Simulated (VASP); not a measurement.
Here is a VASP 6.6.1 calculation.

File INCAR:

```
  ALGO = Normal
  EDIFF = 1E-7
  ENCUT = 520
  GGA = PE
  ISIF = 2
  ISMEAR = 0
  LASPH = T
  LCHARG = T
  LELF = T
  LREAL = F
  LVHAR = T
  LWAVE = F
  NBANDS = 19
  NELM = 60
  PREC = Accurate
  SIGMA = 0.05
```

The input KPOINTS:

```
k-points
0
Gamma
  10 10 10
```

File POSCAR:

```
TiTe2
1.0
    0.0000000000      3.5539950156      3.5539950156
    3.5539950156      0.0000000000      3.5539950156
    3.5539950156      3.5539950156      0.0000000000
Ti Te
1 2
Direct
    0.0000000000      0.0000000000      0.0000000000
    0.2500000000      0.2500000000      0.2500000000
    0.7500000000      0.7500000000      0.7500000000
```

Potentials or basis: VASP PAW PBE potentials, release 64 (Ti_sv, Te).

Launch:

```sh
$ cat potpaw_PBE.64/Ti_sv/POTCAR potpaw_PBE.64/Te/POTCAR > POTCAR
$ mpirun -np 1 vasp_std > vasp.out
```

Task: Predict the band gap on the k mesh.

Result: Zero (band 12 reaches 6.34 eV, above the bottom of band 13 at 6.12 eV).

Task: Estimate the pressure.

Result: -4.7 GPa.

Caveat: spin-orbit coupling is left out, which moves the levels of the heavy elements.
